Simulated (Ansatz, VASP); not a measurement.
LiCl in VASP and in Ansatz

File INCAR:

```
PREC = Accurate
ENCUT = 520
EDIFF = 1E-8
ISMEAR = -1
SIGMA = 0.03
LREAL = False
LASPH = True
NELM = 80
ALGO = Normal
ISIF = 2
LWAVE = False
LCHARG = False
GGA = PS
LEFG = True
NBANDS = 12
```

The input KPOINTS:

```
regular mesh
0
Gamma
  9 9 9
```

Contents of POSCAR:

```
LiCl
1.0
    0.0000000000      2.5647600000      2.5647600000
    2.5647600000      0.0000000000      2.5647600000
    2.5647600000      2.5647600000      0.0000000000
Li Cl
1 1
Direct
    0.0000000000      0.0000000000      0.0000000000
    0.5000000000      0.5000000000      0.5000000000
```

Input for Ansatz:

```yaml
crystal:
  lattice:
    - [0.0, 2.56476, 2.56476]
    - [2.56476, 0.0, 2.56476]
    - [2.56476, 2.56476, 0.0]
  atoms:
    - { symbol: Li, position: [0.0, 0.0, 0.0] }
    - { symbol: Cl, position: [0.5, 0.5, 0.5] }
kpoints:
  mp_grid: { grid: [9, 9, 9] }
  band_path:
    path:
      - [0.0, 0.0, 0.0]
      - [0.5, 0.0, 0.5]
      - [0.625, 0.25, 0.625]
      - [0.375, 0.375, 0.75]
      - [0.0, 0.0, 0.0]
      - [0.5, 0.5, 0.5]
      - [0.5, 0.25, 0.75]
      - [0.5, 0.0, 0.5]
    npoints: 5
scf:
  occupations: { method: fermi_dirac, width: 0.03 }
hamiltonian:
  xc: pbesol
  pseudopotentials: { kind: paw }
output:
  forces: true
  stress: true
  eigenvalues: true
  efg: { contact_densities: true }
  write_density: true
  write_potential: true
  elf: true
  volumetric_format: npy
```

Alike in both runs: task electric field gradients; functional PBEsol; k mesh 9 × 9 × 9; occupations fermi-dirac, width 0.03 eV; no spin polarisation.

|  | VASP | Ansatz |
| --- | --- | --- |
| version | VASP 6.6.1 | Ansatz 0.2.0 |
| potentials or method | VASP PAW PBE potentials, release 64 (Li_sv, Cl) | PAW with Ansatz's default frozen-core files, scalar-relativistic |
| plane-wave cutoff (eV) | 520 | 420 |
| valence electrons in the cell | 10 | 10 |

|  | VASP | Ansatz | Ansatz less VASP |
| --- | --- | --- | --- |
| gap on the k mesh at the Fermi level (eV) | 6.14 | 6.13 | -0.010 |

VASP's potentials were made for PBE, not for PBEsol.

Noted on VASP's run: the cutoff is under 1.25 times that of the potentials, so the pressure is a little rough.
